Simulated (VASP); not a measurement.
The system is Si3C.

```
Si C
1.0
     2.51279    0.00000    0.00000
     0.00000    2.79967    0.00000
     0.00000    0.00000    7.36136
Si C
3 1
Direct
  0.00000 0.50000 0.18160
  0.00000 0.00000 0.50000
  0.00000 0.50000 0.81840
  0.00000 0.00000 0.00000
```

The cell was built from a structure type or drawn by symmetry, and may not be a known phase.

```yaml
Program: VASP 6.6.1
Task: relaxation of cell and atoms
Functional: PBE
Potentials_or_basis: VASP PAW PBE potentials, release 64 (Si, C)
Cutoff: 600 eV
k_mesh: 6 × 6 × 4
Occupations: gaussian, width 0.1 eV
Spin: no spin polarisation
```

At the start: pressure 0.1 GPa; volume 12.95 Å³/atom.

Q: How do energy, volume and symmetry change on relaxing?

A: Over 17 steps the energy falls by 8.0 meV/atom and the volume is 12.98 Å³/atom (+0.3 %); space group Pmmm (No. 47, to 0.1 Å) before and after.

The path:
```
step  energy change (eV)  largest force (eV/Å)  pressure (GPa)  volume (Å³)
   1              0.0000                0.0334            0.11        51.79
   2             -0.0147                0.1314            0.56        51.84
   3             -0.0161                0.2038            0.79        51.86
   4             -0.0195                0.0375           -0.59        52.39
   5             -0.0195                0.0479           -0.50        52.35
   6             -0.0211                0.0379           -0.26        52.21
   7             -0.0261                0.0078            0.41        51.79
   8             -0.0171                0.3114            1.88        50.92
   9             -0.0279                0.0666            0.68        51.60
  10             -0.0282                0.1230            0.88        51.46
  11             -0.0287                0.1354            0.86        51.45
  12             -0.0291                0.1516            0.85        51.44
  13             -0.0298                0.1362            0.73        51.50
  14             -0.0312                0.0892            0.37        51.68
  15             -0.0318                0.0112           -0.32        52.05
  16             -0.0320                0.0214           -0.11        51.93
  17             -0.0321                0.0122           -0.05        51.93
```

Final structure:
```xyz
4
Lattice="2.5888 0.0000 0.0000 0.0000 2.8604 0.0000 0.0000 0.0000 7.0127" Properties=species:S:1:pos:R:3 pbc="T T T"
Si    0.0000    1.4302    1.3125
Si    0.0000    0.0000    3.5063
Si    0.0000    1.4302    5.7001
C     0.0000    0.0000    7.0127
```

Caveat: the k points lie up to 0.40 Å⁻¹ apart in the final cell, too coarse for converged energies and pressures of a metal.
